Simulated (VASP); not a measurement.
# CuSi16 (a cell with a defect) in VASP: notebook

The runs below take CuSi16 (a cell with a defect) through single point, with PBE.

Program: VASP 6.6.1. These are calculated values, not measurements. Logs are shortened: lines on timing, memory, paths and dates and some standing lists are left out, and cuts for length are marked.

## (1) The cell of the first run

The cell holds a defect, 17 atoms: a = 7.679 Å, b = 7.679 Å, c = 7.679 Å, α = 60.00°, β = 60.00°, γ = 60.00°.

## (2) Single point, PBE

Contents of INCAR:

```
ALGO = Normal
EDIFF = 1E-6
ENCUT = 520
GGA = PE
ISIF = 2
ISMEAR = 0
LASPH = True
LCHARG = False
LREAL = Auto
LWAVE = False
NBANDS = 52
NELECT = 74.0
NELM = 60
PREC = Accurate
SIGMA = 0.05
```

Contents of KPOINTS:

```
k-points
0
Gamma
  2 2 2
```

Contents of POSCAR:

```
CuSi16
1.0
    0.0000000000      5.4300000000      5.4300000000
    5.4300000000      0.0000000000      5.4300000000
    5.4300000000      5.4300000000      0.0000000000
Si Cu
16 1
Direct
    0.0009976059     -0.0316694291      0.0290904236
    0.1235477901      0.1232862799      0.1193737569
   -0.0046855433     -0.0016883057      0.5084498158
    0.1155167587      0.1107081031      0.6577788214
   -0.0013066298      0.4980360958     -0.0084598527
    0.1366344383      0.5980419890      0.1283830571
    0.0016332413      0.4866643646      0.5096953039
    0.1275808471      0.6260523020      0.6170570902
    0.5030854512      0.0032272560     -0.0098644567
    0.6331989871      0.1234229282      0.1194431860
    0.4973930939     -0.0016789134      0.5083962247
    0.6233755985      0.1373052486      0.6153929098
    0.5113415285      0.4981302947     -0.0084383978
    0.6259692449      0.6302136280      0.1175718232
    0.4997827808      0.5087284530      0.4913306630
    0.6289388582      0.6260430939      0.6170694291
    0.2591512891      1.1943111418      0.2865894107
```

Potentials or basis: VASP PAW PBE potentials, release 64 (Si, Cu).

Launch:

```
$ cat potpaw_PBE.64/Si/POTCAR potpaw_PBE.64/Cu/POTCAR > POTCAR
$ mpirun -np 1 vasp_std > vasp.out
```

OUTCAR:

```text
EDIFF = 1E-6
   ENCUT = 520
   GGA = PE
   ISIF = 2
   ISMEAR = 0
   LASPH = True
   LREAL = Auto
   NELECT = 74.0
   NELM = 60
   PREC = Accurate

 ion  position               nearest neighbor table
   1  0.001  0.968  0.029-   2 2.32  10 2.32   6 2.33   4 2.33
   2  0.124  0.123  0.119-   1 2.32   5 2.35  17 2.37   9 2.38   3 2.44
   3  0.995  0.998  0.508-  12 2.34   8 2.34   4 2.40   2 2.44  17 2.51
   4  0.116  0.111  0.658-   1 2.33  17 2.34   7 2.36  11 2.40   3 2.40
   5  0.999  0.498  0.992-  14 2.34   8 2.35   2 2.35   6 2.36
   6  0.137  0.598  0.128-   1 2.33  13 2.36   5 2.36   7 2.39  17 2.54
   7  0.002  0.487  0.510-  16 2.34   8 2.34   4 2.36   6 2.39  17 2.81
   8  0.128  0.626  0.617-  15 2.33   3 2.34   7 2.34   5 2.35
   9  0.503  0.003  0.990-  14 2.34  12 2.35   2 2.38  10 2.38  17 2.68
  10  0.633  0.123  0.119-   1 2.32  13 2.35  17 2.38   9 2.38  11 2.44
  11  0.497  0.998  0.508-  12 2.34  16 2.34   4 2.40  10 2.44  17 2.51
  12  0.623  0.137  0.615-  15 2.33   3 2.34  11 2.34   9 2.35
  13  0.511  0.498  0.992-  14 2.34  16 2.35  10 2.35   6 2.36
  14  0.626  0.630  0.118-  13 2.34   5 2.34   9 2.34  15 2.34
  15  0.500  0.509  0.491-  12 2.33   8 2.33  16 2.33  14 2.34
  16  0.629  0.626  0.617-  15 2.33  11 2.34   7 2.34  13 2.35
  17  0.259  0.194  0.287-   4 2.34   2 2.37  10 2.38   3 2.51  11 2.51   6 2.54   9 2.68   7 2.81

  LATTYP: Found a face centered cubic cell.
 ALAT       =    10.8600000000

  Lattice vectors:

 A1 = (   0.0000000000,   5.4300000000,   5.4300000000)
 A2 = (   5.4300000000,   0.0000000000,   5.4300000000)
 A3 = (   5.4300000000,   5.4300000000,   0.0000000000)

Analysis of symmetry for initial positions (statically):
=====================================================================
 Subroutine PRICEL returns:
 Original cell was already a primitive cell.

 Routine SETGRP: Setting up the symmetry group for a
 face centered cubic supercell.

 Subroutine GETGRP returns: Found  1 space group operations
 (whereof  1 operations were pure point group operations)
 out of a pool of 48 trial point group operations.

The static configuration has the point symmetry C_1 .

Analysis of symmetry for dynamics (positions and initial velocities):
=====================================================================
 Subroutine PRICEL returns:
 Original cell was already a primitive cell.

 Routine SETGRP: Setting up the symmetry group for a
 face centered cubic supercell.

 Subroutine GETGRP returns: Found  1 space group operations
 (whereof  1 operations were pure point group operations)
 out of a pool of 48 trial point group operations.

The dynamic configuration has the point symmetry C_1 .

 Subroutine INISYM returns: Found  1 space group operations
 (whereof  1 operations are pure point group operations),
 and found     1 'primitive' translations

----------------------------------------------------------------------------------------

                                     Primitive cell

  volume of cell :     320.2060

  direct lattice vectors                    reciprocal lattice vectors
     0.000000000  5.430000000  5.430000000    -0.092081031  0.092081031  0.092081031
     5.430000000  0.000000000  5.430000000     0.092081031 -0.092081031  0.092081031
     5.430000000  5.430000000  0.000000000     0.092081031  0.092081031 -0.092081031

  length of vectors
     7.679179644  7.679179644  7.679179644     0.159489025  0.159489025  0.159489025

  position of ions in fractional coordinates (direct lattice)
     0.000997606  0.968330571  0.029090424
     0.123547790  0.123286280  0.119373757
     0.995314457  0.998311694  0.508449816
     0.115516759  0.110708103  0.657778821
     0.998693370  0.498036096  0.991540147
     0.136634438  0.598041989  0.128383057
[... 9 lines left out ...]
     0.628938858  0.626043094  0.617069429
     0.259151289  0.194311142  0.286589411

  ion indices of the primitive-cell ions
   primitive index   ion index
                 1           1
                 2           2
                 3           3
                 4           4
                 5           5
                 6           6
[... 9 lines left out ...]
                16          16
                17          17

----------------------------------------------------------------------------------------

 KPOINTS: k-points

Automatic generation of k-mesh.
 Grid dimensions read from file:
 generate k-points for:    2    2    2

 Generating k-lattice:

  Cartesian coordinates                     Fractional coordinates (reciprocal lattice)
    -0.046040516  0.046040516  0.046040516     0.500000000  0.000000000  0.000000000
     0.046040516 -0.046040516  0.046040516     0.000000000  0.500000000  0.000000000
     0.046040516  0.046040516 -0.046040516     0.000000000  0.000000000  0.500000000

  Length of vectors
     0.079744512  0.079744512  0.079744512

  Shift w.r.t. Gamma in fractional coordinates (k-lattice)
     0.000000000  0.000000000  0.000000000

 Subroutine IBZKPT returns following result:
 ===========================================

 Found      8 irreducible k-points:

 Following reciprocal coordinates:
            Coordinates               Weight
  0.000000  0.000000  0.000000      1.000000
  0.500000  0.000000  0.000000      1.000000
  0.000000  0.500000  0.000000      1.000000
  0.000000  0.000000  0.500000      1.000000
  0.500000  0.500000  0.500000      1.000000
  0.500000  0.500000  0.000000      1.000000
  0.000000  0.500000  0.500000      1.000000
  0.500000  0.000000  0.500000      1.000000
   k-points           NKPTS =      8   k-points in BZ     NKDIM =      8   number of bands    NBANDS=     52
   number of dos      NEDOS =    301   number of ions     NIONS =     17
   total plane-waves  NPLWV = 216000
   dimension x,y,z NGX =    60 NGY =   60 NGZ =   60
   dimension x,y,z NGXF=   120 NGYF=  120 NGZF=  120
   ions per type =              16   1
   NGX,Y,Z   is equivalent  to a cutoff of  12.99, 12.99, 12.99 a.u.
   NGXF,Y,Z  is equivalent  to a cutoff of  25.98, 25.98, 25.98 a.u.
 SYSTEM =  unknown system
   PREC   = accura    normal or accurate (medium, high low for compatibility)
   ISTART =      0    job   : 0-new  1-cont  2-samecut
   ICHARG =      2    charge: 1-file 2-atom 10-const
   ISPIN  =      1    spin polarized calculation?
   LNONCOLLINEAR =      F non collinear calculations
   LSORBIT =      F    spin-orbit coupling
   LASPH  =      T    aspherical Exc in radial PAW
   ENCUT  =  520.0 eV  38.22 Ry    6.18 a.u.  14.28 14.28 14.28*2*pi/ulx,y,z
   NELM   =     60;   NELMIN=  2; NELMDL= -5     # of ELM steps
   EDIFF  = 0.1E-05   stopping-criterion for ELM
   LREAL  =      T    real-space projection
   EDIFFG = 0.1E-04   stopping-criterion for IOM
   NSW    =      0    number of steps for IOM
   IBRION =     -1    ionic relax: 0-MD 1-quasi-New 2-CG
   NFREE  =      0    steps in history (QN), initial steepest desc. (CG)
   ISIF   =      2    stress and relaxation
   ISYM   =      2    0-nonsym 1-usesym 2-fastsym
   POTIM  = 0.5000    time-step for ionic-motion
   TEBEG  =    0.0;   TEEND  =   0.0 temperature during run
   PSTRESS=    0.0 pullay stress
   NELECT =      74.0000    total number of electrons
   NUPDOWN=      -1.0000    fix difference up-down
   EMIN   =  10.00;   EMAX   =-10.00  energy-range for DOS
   EFERMI =   0.00;   METHOD = LEGACY
   ISMEAR =     0;   SIGMA  =   0.05  broadening in eV -4-tet -1-fermi 0-gaus
   EFERMI_NEDOS =   21; number of points for ismear=-14 and -15
   IALGO  =     38    algorithm
   IMIX   =      4    mixing-type and parameters
     AMIX     =   0.40;   BMIX     =  1.00
     AMIX_MAG =   1.60;   BMIX_MAG =  1.00
  volume/ion in A,a.u.               =      18.84       127.11
  Fermi-wavevector in a.u.,A,eV,Ry     =   1.004636  1.898488 13.732283  1.009294
  Thomas-Fermi vector in A             =   2.137265
   LORBIT       =      0    0 simple, 1 ext, 2 COOP (PROOUT), +10 PAW based schemes
   GGA     = PE    functional components
   LHFCALC =     F    Hartree Fock is set to
   AEXX    =    0.0000 exact exchange contribution
   IVDW    =     0    specifies the selected vdW correction
   LEPSILON=     F    determine dielectric tensor
   LRPA    =     F    only Hartree local field effects (RPA)
 non-spin polarized calculation
 Gauss-broadening in eV      SIGMA  =   0.05
  energy-cutoff  :      520.00
  volume of cell :      320.21
 maximum number of plane-waves:      8646
 NGX is ok and might be reduce to    60
   NGX = 29   NGY = 29   NGZ = 29

 number of electron      74.0000003 magnetization

 Free energy of the ion-electron system (eV)
  ---------------------------------------------------
  ext. energy  EPLUGINS =         0.00000000
  ---------------------------------------------------
  free energy    TOTEN  =       -94.21924985 eV

  energy without entropy =      -94.21921343  energy(sigma->0) =      -94.21923164

 E-fermi :   6.3832     XC(G=0):  -9.6080

 val. band max:        6.2684996919   @ k =   0.0000   0.0000   0.0000
 cond. band min:       6.4979766764   @ k =   0.0000   0.0000   0.0000
 fundamental gap:      0.2294769845
 Fermi energy:         6.3832383568

 k-point     1 :       0.0000    0.0000    0.0000
  band No.  band energies     occupation
      1      -5.8955      2.00000
      2      -3.5349      2.00000
      3      -3.5158      2.00000
      4      -3.4842      2.00000
      5      -3.4680      2.00000
      6      -2.0369      2.00000
[... 41 lines left out ...]
     48       8.4729      0.00000
     49       8.6464      0.00000

 k-point     2 :       0.5000    0.0000    0.0000
  band No.  band energies     occupation
      1      -5.2128      2.00000
      2      -4.9502      2.00000
      3      -3.3013      2.00000
      4      -3.2627      2.00000
      5      -3.1651      2.00000
      6      -3.0381      2.00000
[... 304 lines left out ...]
 k-point     8 :       0.5000    0.0000    0.5000
  band No.  band energies     occupation
      1      -4.9345      2.00000
      2      -4.7201      2.00000
      3      -3.8719      2.00000
      4      -3.7791      2.00000
      5      -3.7480      2.00000
      6      -3.7392      2.00000
[... 41 lines left out ...]
     48      10.4892      0.00000
     49      10.5170      0.00000
 [bands above 49 left out]

------------------------ aborting loop because EDIFF is reached ----------------------------------------

  FORCE on cell =-STRESS in cart. coord.  units (eV):
  Direction    XX          YY          ZZ          XY          YZ          ZX
  --------------------------------------------------------------------------------------
  -------------------------------------------------------------------------------------
  Total       -2.0961266     -1.4794423     -1.4709662      0.1226331      0.4722496     -0.1221413
  in kB      -10.4881433     -7.4025121     -7.3601013      0.6136048      2.3629401     -0.6111444
  external PRESSURE =      -8.4169189 kB  Pullay stress =       0.0000000 kB

 VOLUME and BASIS-vectors are now :
 -----------------------------------------------------------------------------
  energy-cutoff  :      520.00
  volume of cell :      320.21
      direct lattice vectors                 reciprocal lattice vectors
     0.000000000  5.430000000  5.430000000    -0.092081031  0.092081031  0.092081031
     5.430000000  0.000000000  5.430000000     0.092081031 -0.092081031  0.092081031
     5.430000000  5.430000000  0.000000000     0.092081031  0.092081031 -0.092081031

 POSITION                                       TOTAL-FORCE (eV/Angst)
 -----------------------------------------------------------------------------------
      5.41600      0.16338      5.26345        -0.003412     -0.002477      0.002715
      1.31764      1.31906      1.34031        -0.010260     -0.005716     -0.004091
      8.18171      8.16544     10.82539         0.006542     -0.002524     -0.006398
      4.17288      4.19899      1.22840        -0.003035      0.000719     -0.001849
      8.08840     10.80697      8.12724         0.001839      0.003811     -0.004225
      3.94449      1.43905      3.98929        -0.000922     -0.005793      0.002225
[... 9 lines left out ...]
      6.75010      6.76583      6.81455         0.004618     -0.001270      0.001943
      2.61129      2.96337      2.46230        -0.006907      0.007054     -0.002384
 -----------------------------------------------------------------------------------
    total drift:                                0.005142      0.006222     -0.004984

  FREE ENERGIE OF THE ION-ELECTRON SYSTEM (eV)
  ---------------------------------------------------
  free  energy   TOTEN  =       -94.2192498523 eV

  energy  without entropy=      -94.2192134301  energy(sigma->0) =      -94.21923164
```

It took 6.3 min on 1 thread of Intel Xeon Platinum 8488C (Sapphire Rapids), shared host; peak memory 0.48 GiB.

What came out:

| Item | Value |
| --- | --- |
| Free energy | -94.2192 eV |
| Largest force | 0.013 eV/Å |

Forces in eV/Å, atoms in the order of the input:
```
Si  -0.003 -0.002  0.003
Si  -0.010 -0.006 -0.004
Si   0.007 -0.003 -0.006
Si  -0.003  0.001 -0.002
Si   0.002  0.004 -0.004
Si  -0.001 -0.006  0.002
Si   0.004  0.000  0.000
Si   0.004 -0.003  0.000
Si  -0.002 -0.002  0.004
Si  -0.013  0.000  0.002
Si   0.009  0.008  0.002
Si   0.002 -0.002  0.001
Si   0.000  0.005 -0.001
Si   0.003  0.000  0.000
Si   0.004 -0.001  0.003
Si   0.005 -0.001  0.002
Cu  -0.007  0.007 -0.002
```

Levels at points of the mesh, in eV from the Fermi level:
```
           k point  band 34  band 35  band 36  band 37  band 38  band 39  band 40  band 41
(0.00, 0.00, 0.00)    -0.90    -0.63    -0.19    -0.11     0.11     0.53     0.61     0.63
(0.50, 0.00, 0.00)    -0.91    -0.83    -0.82    -0.70     0.56     1.13     1.31     1.32
(0.00, 0.50, 0.00)    -0.89    -0.86    -0.70    -0.54     0.54     1.04     1.31     1.37
(0.00, 0.00, 0.50)    -0.93    -0.88    -0.77    -0.76     0.47     1.22     1.33     1.35
(0.50, 0.50, 0.50)    -0.91    -0.83    -0.82    -0.70     0.56     1.13     1.31     1.32
(0.50, 0.50, 0.00)    -1.53    -1.43    -1.41    -0.98     0.66     1.06     2.01     2.08
(0.00, 0.50, 0.50)    -1.49    -1.48    -1.40    -1.02     0.68     1.04     2.01     2.06
(0.50, 0.00, 0.50)    -1.53    -1.43    -1.41    -0.98     0.66     1.06     2.01     2.08
```

Caveat: the k points lie up to 0.50 Å⁻¹ apart; the cell carries a net charge on a neutralising background, which shifts energy and pressure; the cell is charged against a uniform background, so pressure and absolute levels hang on convention.

(Part 1 of 2 ends here.)
